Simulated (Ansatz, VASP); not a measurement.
**One calculation of NaF, two programs**

```
Na F
1.0
     0.00000    2.16515    2.16515
     2.16515    0.00000    2.16515
     2.16515    2.16515    0.00000
Na F
1 1
Direct
  0.00000 0.00000 0.00000
  0.50000 0.50000 0.50000
```

Change from the starting cell: hydrostatic strain -5.8%.

Alike in both runs: task single point; functional r2SCAN; k mesh 10 × 10 × 10; no spin polarisation.

|  | VASP | Ansatz |
| --- | --- | --- |
| version | VASP 6.6.1 | Ansatz 0.2.0 |
| potentials or method | VASP PAW PBE potentials, release 64 (Na_sv, F) | plane waves, PAW |
| plane-wave cutoff (eV) | 1250 | 500 |
| occupations | gaussian, width 0.01 eV | fixed |
| valence electrons in the cell | 16 | 16 |

|  | VASP | Ansatz | Ansatz less VASP |
| --- | --- | --- | --- |
| gap on the k mesh at the Fermi level (eV) | 8.43 | 8.44 | +0.004 |
| pressure (GPa) | 14.6 | 14.6 | +0.02 |

VASP's potentials were made for PBE, not for r2SCAN.
